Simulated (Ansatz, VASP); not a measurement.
## Ge: VASP beside Ansatz

Contents of INCAR:

```
SYSTEM = Ge
PREC = Accurate
ENCUT = 520
EDIFF = 1E-8
ISMEAR = -1
SIGMA = 0.05
LREAL = .False.
LASPH = .True.
NELM = 60
ALGO = Normal
ISIF = 2
LWAVE = .False.
LCHARG = .False.
GGA = PE
LEFG = .True.
NBANDS = 21
```

KPOINTS

```
Automatic mesh
0
Gamma
  11 11 11
  0 0 0
```

File POSCAR:

```
Ge
1.0
    0.0000000000      2.8287700000      2.8287700000
    2.8287700000      0.0000000000      2.8287700000
    2.8287700000      2.8287700000      0.0000000000
Ge
2
Direct
    0.5000000000      0.5000000000      0.5000000000
    0.7500000000      0.7500000000      0.7500000000
```

Input for Ansatz:

```yaml
crystal:
  lattice:
    - [0.0, 2.82877, 2.82877]
    - [2.82877, 0.0, 2.82877]
    - [2.82877, 2.82877, 0.0]
  atoms:
    - { symbol: Ge, position: [0.5, 0.5, 0.5] }
    - { symbol: Ge, position: [0.75, 0.75, 0.75] }
kpoints:
  mp_grid: { grid: [11, 11, 11] }
scf:
  occupations: { method: fermi_dirac, width: 0.05 }
hamiltonian:
  xc: pbe
  pseudopotentials: { kind: all_electron, datasets: crystal, nuclear_model: point }
output:
  forces: true
  stress: true
  eigenvalues: true
  efg: { contact_densities: true }
```

Alike in both runs: task electric field gradients; functional PBE; k mesh 11 × 11 × 11; occupations fermi-dirac, width 0.05 eV; no spin polarisation.

```csv
,VASP,Ansatz
version,VASP 6.6.1,Ansatz 0.2.0
potentials or method,"VASP PAW PBE potentials, release 64 (Ge_d), cutoff 520 eV","all-electron PAW with datasets made for the crystal, scalar-relativistic"
```

|  | VASP | Ansatz | Ansatz less VASP |
| --- | --- | --- | --- |
| pressure (GPa) | 3.6 | 3.7 | +0.06 |

Ansatz ran all-electron here, and VASP with PAW potentials.
